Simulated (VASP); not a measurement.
# Li15Se8 (a cell with a defect) in VASP: single point with PBE

Aim: the single point of Li15Se8 (a cell with a defect) with PBE.

All numbers are computed with VASP 6.6.1; they aren't measurements. Logs are shortened: lines on timing, memory, paths and dates and some standing lists are left out, and cuts for length are marked.

**1. The cell of the first run**

The cell holds a defect, 23 atoms: a = 8.418 Å, b = 8.418 Å, c = 8.418 Å, α = 60.00°, β = 60.00°, γ = 60.00°.

**2. Single point, PBE (atoms taken out, then relaxed in part)**

The input, INCAR:

```
SYSTEM = Li15Se8
PREC = Accurate
ENCUT = 650
EDIFF = 1E-6
ISMEAR = -1
SIGMA = 0.01
LREAL = .FALSE.
LASPH = .TRUE.
NELM = 120
ALGO = Normal
ISIF = 2
LWAVE = .FALSE.
LCHARG = .FALSE.
GGA = PE
NBANDS = 64
NELECT = 94.0
GGA_COMPAT = .FALSE.
```

The input, KPOINTS:

```
regular mesh
0
G
  3 3 3
  0 0 0
```

The input, POSCAR:

```
Li15Se8
1.0
    0.0000000000      5.9520885296      5.9520885296
    5.9520885296      0.0000000000      5.9520885296
    5.9520885296      5.9520885296      0.0000000000
Li Se
15 8
Direct
    0.3796182039      0.3796182039      0.8703817961
    0.3796182039      0.8703817961      0.3796182039
    0.3796182039      0.8703817961      0.8703817961
    0.8703817961      0.3796182039      0.3796182039
    0.8703817961      0.3796182039      0.8703817961
    0.8703817961      0.8703817961      0.3796182039
    0.8750000000      0.8750000000      0.8750000000
    0.1250000000      0.1250000000      0.1250000000
    0.1363363295      0.1363363295      0.6136636705
    0.1363363295      0.6136636705      0.1363363295
    0.1363363295      0.6136636705      0.6136636705
    0.6136636705      0.1363363295      0.1363363295
    0.6136636705      0.1363363295      0.6136636705
    0.6136636705      0.6136636705      0.1363363295
    0.6250000000      0.6250000000      0.6250000000
   -0.0000630740     -0.0000630740     -0.0000630740
   -0.0000630740     -0.0000630740      0.5001892220
   -0.0000630740      0.5001892220     -0.0000630740
   -0.0079127215      0.5026375738      0.5026375738
    0.5001892220     -0.0000630740     -0.0000630740
    0.5026375738     -0.0079127215      0.5026375738
    0.5026375738      0.5026375738     -0.0079127215
    0.5026375738      0.5026375738      0.5026375738
```

Potentials or basis: VASP PAW PBE potentials, release 64 (Li_sv, Se).

The run is started by

```bash
cat potpaw_PBE.64/Li_sv/POTCAR potpaw_PBE.64/Se/POTCAR > POTCAR
mpirun -np 1 vasp_std > vasp.out
```

OUTCAR:

```text
SYSTEM = Li15Se8
   PREC = Accurate
   ENCUT = 650
   EDIFF = 1E-6
   ISMEAR = -1
   LREAL = .FALSE.
   LASPH = .TRUE.
   NELM = 120
   ISIF = 2
   GGA = PE
   NELECT = 94.0

 ion  position               nearest neighbor table
   1  0.380  0.380  0.870-  22 2.53  23 2.53  18 2.61  20 2.61
   2  0.380  0.870  0.380-  21 2.53  23 2.53  20 2.61  17 2.61
   3  0.380  0.870  0.870-  21 2.53  22 2.53  20 2.61  16 2.61
   4  0.870  0.380  0.380-  19 2.53  23 2.53  18 2.61  17 2.61
   5  0.870  0.380  0.870-  19 2.53  22 2.53  18 2.61  16 2.61
   6  0.870  0.870  0.380-  19 2.53  21 2.53  17 2.61  16 2.61
   7  0.875  0.875  0.875-  16 2.58  18 2.58  20 2.58  17 2.58
   8  0.125  0.125  0.125-  17 2.58  18 2.58  20 2.58  16 2.58
   9  0.136  0.136  0.614-  19 2.52  21 2.52  16 2.66  17 2.66
  10  0.136  0.614  0.136-  19 2.52  22 2.52  16 2.66  18 2.66
  11  0.136  0.614  0.614-  23 2.52  19 2.52  17 2.66  18 2.66
  12  0.614  0.136  0.136-  21 2.52  22 2.52  16 2.66  20 2.66
  13  0.614  0.136  0.614-  23 2.52  21 2.52  17 2.66  20 2.66
  14  0.614  0.614  0.136-  23 2.52  22 2.52  18 2.66  20 2.66
  15  0.625  0.625  0.625-  19 2.52  21 2.52  22 2.52  23 2.52
  16  1.000  1.000  1.000-   7 2.58   8 2.58   6 2.61   3 2.61   5 2.61   9 2.66  10 2.66  12 2.66
[... 8 lines left out ...]
  21  0.503  0.992  0.503-   9 2.52  12 2.52  13 2.52  15 2.52   2 2.53   3 2.53   6 2.53
  22  0.503  0.503  0.992-  10 2.52  12 2.52  14 2.52  15 2.52   1 2.53   3 2.53   5 2.53
  23  0.503  0.503  0.503-  11 2.52  13 2.52  14 2.52  15 2.52   2 2.53   4 2.53   1 2.53

  LATTYP: Found a face centered cubic cell.
 ALAT       =    11.9041770592

  Lattice vectors:

 A1 = (   0.0000000000,   5.9520885296,   5.9520885296)
 A2 = (   5.9520885296,   0.0000000000,   5.9520885296)
 A3 = (   5.9520885296,   5.9520885296,   0.0000000000)

Analysis of symmetry for initial positions (statically):
=====================================================================
 Subroutine PRICEL returns:
 Original cell was already a primitive cell.

 Routine SETGRP: Setting up the symmetry group for a
 face centered cubic supercell.

 Subroutine GETGRP returns: Found 24 space group operations
 (whereof  6 operations were pure point group operations)
 out of a pool of 48 trial point group operations.

The static configuration has the point symmetry C_3v.
 The point group associated with its full space group is T_d .

Analysis of symmetry for dynamics (positions and initial velocities):
=====================================================================
 Subroutine PRICEL returns:
 Original cell was already a primitive cell.

 Routine SETGRP: Setting up the symmetry group for a
 face centered cubic supercell.
[... 135 lines left out ...]
   POTIM  = 0.5000    time-step for ionic-motion
   TEBEG  =    0.0;   TEEND  =   0.0 temperature during run
   PSTRESS=    0.0 pullay stress
   NELECT =      94.0000    total number of electrons
   NUPDOWN=      -1.0000    fix difference up-down
   EMIN   =  10.00;   EMAX   =-10.00  energy-range for DOS
   EFERMI =   0.00;   METHOD = LEGACY
   ISMEAR =    -1;   SIGMA  =   0.01  broadening in eV -4-tet -1-fermi 0-gaus
   EFERMI_NEDOS =   21; number of points for ismear=-14 and -15
   IALGO  =     38    algorithm
   IMIX   =      4    mixing-type and parameters
     AMIX     =   0.40;   BMIX     =  1.00
     AMIX_MAG =   1.60;   BMIX_MAG =  1.00
  volume/ion in A,a.u.               =      18.34       123.74
  Fermi-wavevector in a.u.,A,eV,Ry     =   0.992593  1.875730 13.405028  0.985242
  Thomas-Fermi vector in A             =   2.124416
   LORBIT       =      0    0 simple, 1 ext, 2 COOP (PROOUT), +10 PAW based schemes
   GGA     = PE    functional components
   LHFCALC =     F    Hartree Fock is set to
   AEXX    =    0.0000 exact exchange contribution
   IVDW    =     0    specifies the selected vdW correction
   LEPSILON=     F    determine dielectric tensor
   LRPA    =     F    only Hartree local field effects (RPA)
 non-spin polarized calculation
  energy-cutoff  :      650.00
  volume of cell :      421.73
 maximum number of plane-waves:     16049
 NGX is ok and might be reduce to    70
   NGX = 35   NGY = 35   NGZ = 35

 number of electron      93.9999994 magnetization

 Free energy of the ion-electron system (eV)
  ---------------------------------------------------
  ext. energy  EPLUGINS =         0.00000000
  ---------------------------------------------------
  free energy    TOTEN  =       -83.17339510 eV

  energy without entropy =      -83.17339510  energy(sigma->0) =      -83.17339510

 E-fermi :   1.4457     XC(G=0):  -8.3048

 val. band max:        1.0659384101   @ k =   0.0000   0.0000   0.0000
 cond. band min:       3.9720625774   @ k =   0.0000   0.0000   0.0000
 fundamental gap:      2.9061241673
 Fermi energy:         1.4457007388

 k-point     1 :       0.0000    0.0000    0.0000
  band No.  band energies     occupation
      1     -43.8914      2.00000
      2     -43.8828      2.00000
      3     -43.8142      2.00000
      4     -43.8127      2.00000
      5     -43.8127      2.00000
      6     -43.8125      2.00000
[... 237 lines left out ...]
     58       7.2002      0.00000
     59       7.2792      0.00000
 [bands above 59 left out]

------------------------ aborting loop because EDIFF is reached ----------------------------------------

  FORCE on cell =-STRESS in cart. coord.  units (eV):
  Direction    XX          YY          ZZ          XY          YZ          ZX
  --------------------------------------------------------------------------------------
  -------------------------------------------------------------------------------------
  Total        7.4719879      7.4719879      7.4719879      0.0000000      0.0000000      0.0000000
  in kB       28.3862877     28.3862877     28.3862877      0.0000000      0.0000000      0.0000000
  external PRESSURE =      28.3862877 kB  Pullay stress =       0.0000000 kB

 VOLUME and BASIS-vectors are now :
 -----------------------------------------------------------------------------
  energy-cutoff  :      650.00
  volume of cell :      421.73
      direct lattice vectors                 reciprocal lattice vectors
     0.000000000  5.952088530  5.952088530    -0.084004127  0.084004127  0.084004127
     5.952088530  0.000000000  5.952088530     0.084004127 -0.084004127  0.084004127
     5.952088530  5.952088530  0.000000000     0.084004127  0.084004127 -0.084004127

 POSITION                                       TOTAL-FORCE (eV/Angst)
 -----------------------------------------------------------------------------------
      7.44011      7.44011      4.51904        -0.000000      0.000000     -0.026423
      7.44011      4.51904      7.44011        -0.000000     -0.026423      0.000000
     10.36118      7.44011      7.44011         0.026423      0.000000      0.000000
      4.51904      7.44011      7.44011        -0.026423      0.000000      0.000000
      7.44011     10.36118      7.44011        -0.000000      0.026423      0.000000
      7.44011      7.44011     10.36118        -0.000000      0.000000      0.026423
[... 15 lines left out ...]
      8.89673      8.89673      5.98349         0.016113      0.016113     -0.016113
      5.98349      5.98349      5.98349        -0.016113     -0.016113     -0.016113
 -----------------------------------------------------------------------------------
    total drift:                                0.000001      0.000001      0.000001

  FREE ENERGIE OF THE ION-ELECTRON SYSTEM (eV)
  ---------------------------------------------------
  free  energy   TOTEN  =       -83.1733950954 eV

  energy  without entropy=      -83.1733950954  energy(sigma->0) =      -83.17339510
```

OSZICAR:

```text
N       E                     dE             d eps       ncg     rms          rms(c)
DAV:   1     0.796772836377E+03    0.79677E+03   -0.42261E+04   512   0.169E+03
DAV:   2     0.471146694950E+02   -0.74966E+03   -0.69616E+03   584   0.413E+02
DAV:   3    -0.638461552803E+02   -0.11096E+03   -0.11003E+03   712   0.119E+02
DAV:   4    -0.820330153976E+02   -0.18187E+02   -0.18071E+02   920   0.506E+01
DAV:   5    -0.851261780948E+02   -0.30932E+01   -0.30920E+01   832   0.136E+01    0.801E+00
DAV:   6    -0.832307140834E+02    0.18955E+01   -0.39162E+00   672   0.591E+00    0.501E+00
DAV:   7    -0.830981086722E+02    0.13261E+00   -0.17269E+00   792   0.308E+00    0.223E+00
DAV:   8    -0.831624074680E+02   -0.64299E-01   -0.24815E-01   712   0.151E+00    0.528E-01
DAV:   9    -0.831679877019E+02   -0.55802E-02   -0.25418E-02   784   0.431E-01    0.287E-01
DAV:  10    -0.831729799435E+02   -0.49922E-02   -0.69623E-03   704   0.263E-01    0.753E-02
DAV:  11    -0.831732963887E+02   -0.31645E-03   -0.63186E-04   816   0.820E-02    0.539E-02
DAV:  12    -0.831733820994E+02   -0.85711E-04   -0.23045E-04   672   0.404E-02    0.169E-02
DAV:  13    -0.831733857535E+02   -0.36542E-05   -0.48305E-05   680   0.213E-02    0.117E-02
DAV:  14    -0.831733948361E+02   -0.90825E-05   -0.12373E-05   624   0.959E-03    0.464E-03
DAV:  15    -0.831733950954E+02   -0.25933E-06   -0.26787E-06   584   0.538E-03
   1 F= -.83173395E+02 E0= -.83173395E+02  d E =0.000000E+00
```

It took 3.1 min on 1 thread of Intel Xeon 6975P-C (Granite Rapids), shared host; peak memory 0.68 GiB.

What came out:

* Free energy: -83.1734 eV
* Largest force: 0.028 eV/Å

Forces on the atoms (eV/Å):
```
Li   0.000  0.000 -0.026
Li   0.000 -0.026  0.000
Li   0.026  0.000  0.000
Li  -0.026  0.000  0.000
Li   0.000  0.026  0.000
Li   0.000  0.000  0.026
Li   0.000  0.000  0.000
Li   0.000  0.000  0.000
Li   0.000  0.000  0.015
Li   0.000  0.015  0.000
Li  -0.015  0.000  0.000
Li   0.015  0.000  0.000
Li   0.000 -0.015  0.000
Li   0.000  0.000 -0.015
Li   0.000  0.000  0.000
Se   0.007  0.007  0.007
Se  -0.007 -0.007  0.007
Se  -0.007  0.007 -0.007
Se  -0.016  0.016  0.016
Se   0.007 -0.007 -0.007
Se   0.016 -0.016  0.016
Se   0.016  0.016 -0.016
Se  -0.016 -0.016 -0.016
```

Caveat: the cell carries a net charge on a neutralising background, which shifts energy and pressure; the cell differs from its parent crystal (atoms taken out, then relaxed in part); the cell is charged against a uniform background, so pressure and absolute levels hang on convention.
